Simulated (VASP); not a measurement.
Runs of VASP 6.6.1 on Ir. The structure is that of space group P6_3/mmc (No. 194), or close to it. The cells are those of the table. This isn't the form of Ir at room conditions, which is fcc.

```csv
fixed moment (μB),cell,pressure (GPa),moment (μB)
1.0,"a = 2.873, b = 2.873, c = 4.658 Å, angles 90.0, 90.0, 120.0°, 2 atoms",-39.7,1.00
0.2,"a = 2.719, b = 2.719, c = 4.408 Å, angles 90.0, 90.0, 120.0°, 2 atoms",(a),0.20
0.6,"a = 2.873, b = 2.873, c = 4.658 Å, angles 90.0, 90.0, 120.0°, 2 atoms",-40.6,0.60
1.2,"a = 2.719, b = 2.719, c = 4.408 Å, angles 90.0, 90.0, 120.0°, 2 atoms",4.2,1.20
1.4,"a = 2.719, b = 2.719, c = 4.408 Å, angles 90.0, 90.0, 120.0°, 2 atoms",(b),1.40
1.0,"a = 2.663, b = 2.663, c = 4.318 Å, angles 90.0, 90.0, 120.0°, 2 atoms",32.0,1.00
0.8,"a = 2.772, b = 2.772, c = 4.495 Å, angles 90.0, 90.0, 120.0°, 2 atoms",-17.3,0.80
0.6,"a = 2.719, b = 2.719, c = 4.408 Å, angles 90.0, 90.0, 120.0°, 2 atoms",1.9,0.60
1.0,"a = 2.719, b = 2.719, c = 4.408 Å, angles 90.0, 90.0, 120.0°, 2 atoms",3.3,1.00
1.6,"a = 2.663, b = 2.663, c = 4.318 Å, angles 90.0, 90.0, 120.0°, 2 atoms",35.9,1.60
0.4,"a = 2.663, b = 2.663, c = 4.318 Å, angles 90.0, 90.0, 120.0°, 2 atoms",29.9,0.40
0.4,"a = 2.772, b = 2.772, c = 4.495 Å, angles 90.0, 90.0, 120.0°, 2 atoms",-18.2,0.40
```

Alike in all rows: task single point; level PBEsol; potentials or basis VASP PAW PBE potentials, release 64 (Ir); spin collinear; k mesh 21 × 21 × 12; cutoff (eV) 520; smearing gaussian 0.15 eV.

Q: Estimate the missing entries.

A: (a) 1.2; (b) 5.3.

Caveats: the PAW data sets were made with another functional, which shifts forces and pressure a little; the total moment is fixed, so each spin has its own Fermi level; the cell stands under pressure (at least some runs); the cell stands under tension (at least some runs).
